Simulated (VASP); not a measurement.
BaH2:

```
Ba H
1.0
     4.46203    0.00000    0.00000
    -2.23101    3.86423    0.00000
     0.00000    0.00000    6.05529
Ba H
2 4
Direct
  0.66667 0.33333 0.75000
  0.33333 0.66667 0.25000
  0.33333 0.66667 0.75000
  0.66667 0.33333 0.25000
  0.00000 0.00000 0.50000
  0.00000 0.00000 0.00000
```

```yaml
Program: VASP 6.6.1
Task: relaxation of cell and atoms
Functional: PBEsol
Potentials_or_basis: VASP PAW PBE potentials, release 64 (Ba_sv, H)
Cutoff: 600 eV
k_mesh: 9 × 9 × 6
Occupations: gaussian, width 0.02 eV
Spin: no spin polarisation
```

At the start: pressure -1.7 GPa; volume 17.40 Å³/atom.

Q: How do energy, volume and symmetry change on relaxing?

A: Over 6 steps the energy falls by 5.4 meV/atom and the volume is 16.43 Å³/atom (-5.6 %); space group P6_3/mmc (No. 194, to 0.1 Å) before and after.

Step by step:
| step | energy change (eV) | largest force (eV/Å) | pressure (GPa) | volume (Å³) |
| --- | --- | --- | --- | --- |
| 1 | 0.0000 | 0.0000 | -1.71 | 104.41 |
| 2 | -0.0224 | 0.0000 | -0.83 | 101.62 |
| 3 | -0.0285 | 0.0000 | -0.07 | 99.48 |
| 4 | -0.0286 | 0.0000 | 0.00 | 99.29 |
| 5 | -0.0305 | 0.0000 | 0.00 | 99.10 |
| 6 | -0.0326 | 0.0000 | 0.02 | 98.58 |

Final structure:
```yaml
crystal:
  lattice:
    - [4.40867, 0.00000, 0.00000]
    - [-2.20434, 3.81802, 0.00000]
    - [0.00000, 0.00000, 5.85631]
  atoms:
    - { symbol: Ba, position: [0.66667, 0.33333, 0.75000] }
    - { symbol: Ba, position: [0.33333, 0.66667, 0.25000] }
    - { symbol: H, position: [0.33333, 0.66667, 0.75000] }
    - { symbol: H, position: [0.66667, 0.33333, 0.25000] }
    - { symbol: H, position: [0.00000, 0.00000, 0.50000] }
    - { symbol: H, position: [0.00000, 0.00000, 0.00000] }
```

Caveat: the PAW data sets were made with another functional, which shifts forces and pressure a little.
